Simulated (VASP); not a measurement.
Input of a VASP 6.6.1 run:

INCAR

```
SYSTEM = CdO
ALGO = Normal
EDIFF = 1E-6
ENCUT = 600
GGA = PE
GGA_COMPAT = .False.
ISIF = 2
ISMEAR = 0
LASPH = .True.
LCHARG = .False.
LREAL = .False.
LWAVE = .False.
NBANDS = 16
NELM = 120
PREC = Accurate
SIGMA = 0.1
```

KPOINTS

```
k-points
0
Gamma
  6 6 6
  0 0 0
```

The input POSCAR:

```
CdO
1.0
    0.0000000000      2.3609930000      2.3609930000
    2.3609930000      0.0000000000      2.3609930000
    2.3609930000      2.3609930000      0.0000000000
Cd O
1 1
Direct
    0.0000000000      0.0000000000      0.0000000000
    0.5000000000      0.5000000000      0.5000000000
```

Potentials or basis: VASP PAW PBE potentials, release 64 (Cd, O).

Launch:

```sh
$ cat potpaw_PBE.64/Cd/POTCAR potpaw_PBE.64/O/POTCAR > POTCAR
$ mpirun -np 1 vasp_std > vasp.out
```

Predict the band gap on the k mesh.

zero (band 9 reaches 1.90 eV, above the bottom of band 10 at 1.44 eV).

Estimate the pressure.

5.1 GPa.

Caveat: the k points lie up to 0.38 Å⁻¹ apart.
